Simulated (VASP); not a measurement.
# Ni in VASP: further runs, part 2 of 2

VASP 6.6.1.

### 4 Relaxation of cell and atoms, PBE, collinear spin, ferromagnetic start, target pressure 10 GPa, at which the enthalpy is minimised

This run uses another cell than the first one: it holds 1 atom, not 2.

Input file INCAR:

```
SYSTEM = Ni
  PREC = Accurate
  ENCUT = 600
  EDIFF = 1E-6
  ISMEAR = 0
  SIGMA = 0.1
  LREAL = .False.
  LASPH = .True.
  NELM = 150
  ALGO = Normal
  ISIF = 3
  LWAVE = .False.
  LCHARG = .False.
  ISPIN = 2
  MAGMOM = 0.74
  LORBIT = 11
  LMAXMIX = 4
  GGA = PE
  IBRION = 2
  NSW = 70
  EDIFFG = -0.008
  PSTRESS = 100.0
```

Input file KPOINTS:

```
Automatic mesh
0
Gamma
  20 20 20
  0 0 0
```

Input file POSCAR:

```
Ni
1.0
    0.0000000000      1.7326725703      1.7326725703
    1.7326725703      0.0000000000      1.7326725703
    1.7326725703      1.7326725703      0.0000000000
Ni
1
Direct
    0.0000000000      0.0000000000      0.0000000000
```

Launch:

```bash
cat potpaw_PBE.64/Ni/POTCAR > POTCAR
mpirun -np 1 vasp_std > vasp.out
```

It took 3.4 min on 1 thread of Intel Xeon 8259CL, shared host; peak memory 0.14 GiB.

It converged, with:

| Item | Value |
| --- | --- |
| Free energy | -5.4601 eV |
| Relaxed volume | 10.40 Å³/atom |
| Relaxed cell | a = 2.450 Å, b = 2.450 Å, c = 2.450 Å, α = 60.00°, β = 60.00°, γ = 60.00° |
| Space group after relaxing (to 0.1 Å) | Fm-3m (No. 225) |
| Energy change on relaxing (the run minimises the enthalpy) | +0.4 meV/atom |
| Ionic steps | 3 |
| Pressure after relaxing | 10.1 GPa |
| Net moment | 0.62 μB per cell |
| Site moments | Ni +0.63 μB |
| Valence electrons inside the program's atomic spheres | Ni 9.39 |

Step by step:
```tsv
step	energy change (eV)	largest force (eV/Å)	pressure (GPa)	volume (Å³)
1	0.0000	0.0000	9.87	10.40
2	0.0008	0.0000	10.16	10.39
3	0.0004	0.0000	10.06	10.40
```

Final structure:
```
CELL_PARAMETERS angstrom
0.00000 1.73235 1.73235
1.73235 0.00000 1.73235
1.73235 1.73235 0.00000
ATOMIC_POSITIONS crystal
Ni 0.00000 0.00000 0.00000
```

Levels at points of the mesh, in eV from the Fermi level:
Spin up:
```csv
k point,band 1,band 2,band 3,band 4,band 5,band 6,band 7,band 8,band 9
"(0.00, 0.00, 0.00)",-9.33,-2.55,-2.55,-2.55,-1.30,-1.30,24.11,28.33,28.33
"(0.50, 0.00, 0.00)",-5.09,-2.54,-2.54,-0.59,-0.59,-0.38,5.99,22.58,25.48
"(0.50, 0.50, 0.00)",-4.93,-4.44,-0.54,-0.45,-0.45,2.48,9.63,15.25,15.25
```
Spin down:
```csv
k point,band 2,band 3,band 4,band 5,band 6,band 7,band 8,band 9
"(0.00, 0.00, 0.00)",-1.81,-1.81,-1.81,-0.72,-0.72,23.95,28.30,28.30
"(0.50, 0.00, 0.00)",-1.93,-1.93,-0.43,0.16,0.16,6.42,22.44,25.56
"(0.50, 0.50, 0.00)",-3.83,0.07,0.41,0.41,2.44,9.88,15.26,15.26
```

Caveat: the cell is relaxed towards a set pressure, so the run minimises the enthalpy, not the energy.

### 5 Relaxation of cell and atoms, PBE, collinear spin, ferromagnetic start, target pressure 5 GPa, at which the enthalpy is minimised

This run uses another cell than the first one: it holds 1 atom, not 2.

Input file INCAR:

```
  PREC = Accurate
  ENCUT = 600
  EDIFF = 1E-6
  ISMEAR = 0
  SIGMA = 0.1
  LREAL = F
  LASPH = T
  NELM = 150
  ALGO = Normal
  ISIF = 3
  LWAVE = F
  LCHARG = F
  ISPIN = 2
  MAGMOM = 0.74
  LORBIT = 11
  LMAXMIX = 4
  GGA = PE
  IBRION = 2
  NSW = 70
  EDIFFG = -0.008
  PSTRESS = 50.0
```

Input file KPOINTS:

```
Automatic mesh
0
Gamma
  20 20 20
```

Input file POSCAR:

```
Ni
1.0
    0.0000000000      1.7452296250      1.7452296250
    1.7452296250      0.0000000000      1.7452296250
    1.7452296250      1.7452296250      0.0000000000
Ni
1
Direct
    0.0000000000      0.0000000000      0.0000000000
```

Launch:

```bash
cat potpaw_PBE.64/Ni/POTCAR > POTCAR
mpirun -np 1 vasp_std > vasp.out
```

It took 3.7 min on 1 thread of Intel Xeon 8259CL, shared host; peak memory 0.15 GiB.

Results (log left out):

- Free energy: -5.4708 eV
- Relaxed volume: 10.62 Å³/atom
- Relaxed cell: a = 2.468 Å, b = 2.468 Å, c = 2.468 Å, α = 60.00°, β = 60.00°, γ = 60.00°
- Space group after relaxing (to 0.1 Å): Fm-3m (No. 225)
- Energy change on relaxing (the run minimises the enthalpy): +0.2 meV/atom
- Ionic steps: 3
- Pressure after relaxing: 5.0 GPa
- Net moment: 0.62 μB per cell
- Site moments: Ni +0.64 μB
- Valence electrons inside the program's atomic spheres: Ni 9.35

The path:
```csv
step,energy change (eV),largest force (eV/Å),pressure (GPa),volume (Å³)
1,0.0000,0.0000,4.84,10.63
2,0.0005,0.0000,5.23,10.61
3,0.0002,0.0000,5.04,10.62
```

Final structure:
```
CELL_PARAMETERS angstrom
0.00000 1.74485 1.74485
1.74485 0.00000 1.74485
1.74485 1.74485 0.00000
ATOMIC_POSITIONS crystal
Ni 0.00000 0.00000 0.00000
```

Levels at points of the mesh, in eV from the Fermi level:
Spin up:
| k point | band 3 | band 4 | band 5 | band 6 | band 7 | band 8 |
| --- | --- | --- | --- | --- | --- | --- |
| (0.00, 0.00, 0.00) | -2.50 | -2.50 | -1.28 | -1.28 | 23.93 | 27.97 |
| (0.50, 0.00, 0.00) | -2.48 | -0.60 | -0.60 | -0.34 | 5.83 | 22.40 |
| (0.50, 0.50, 0.00) | -0.55 | -0.47 | -0.47 | 2.46 | 9.43 | 15.05 |
Spin down:
```csv
k point,band 2,band 3,band 4,band 5,band 6,band 7,band 8,band 9
"(0.00, 0.00, 0.00)",-1.75,-1.75,-1.75,-0.70,-0.70,23.77,27.95,27.95
"(0.50, 0.00, 0.00)",-1.87,-1.87,-0.40,0.16,0.16,6.26,22.26,25.18
"(0.50, 0.50, 0.00)",-3.71,0.06,0.40,0.40,2.42,9.68,15.06,15.06
```

Caveat: the cell is relaxed towards a set pressure, so the run minimises the enthalpy, not the energy.

### 6 Summary

| task | cell | k mesh | cutoff (eV) | gap on the mesh (eV) | pressure (GPa) | moment (μB) |
| --- | --- | --- | --- | --- | --- | --- |
| single point | a = 2.500, b = 2.500, c = 3.448 Å, 2 atoms, atomic positions A | 20 × 20 × 14 | 520 | none | 1.6 | 1.25 |
| relaxation of cell and atoms | relaxed to 20 GPa from a = 2.419 Å, angles 60.0°, 1 atom, atomic positions B | 20 × 20 × 20 | 600 | none | 20.1 | 0.62 |
| relaxation of cell and atoms | relaxed to 10 GPa from a = 2.450 Å, angles 60.0°, 1 atom, atomic positions B | 20 × 20 × 20 | 600 | none | 10.1 | 0.62 |
| relaxation of cell and atoms | relaxed to 5 GPa from a = 2.468 Å, angles 60.0°, 1 atom, atomic positions B | 20 × 20 × 20 | 600 | none | 5.0 | 0.62 |

Alike in all rows: level PBE; potentials or basis VASP PAW PBE potentials, release 64 (Ni); spin collinear, ferromagnetic start; smearing gaussian 0.1 eV.

Caveats: the cell is relaxed towards a set pressure, so the run minimises the enthalpy, not the energy (at least some runs).

Total energies depend on the potentials used, so only differences within one code and one set of settings carry meaning.
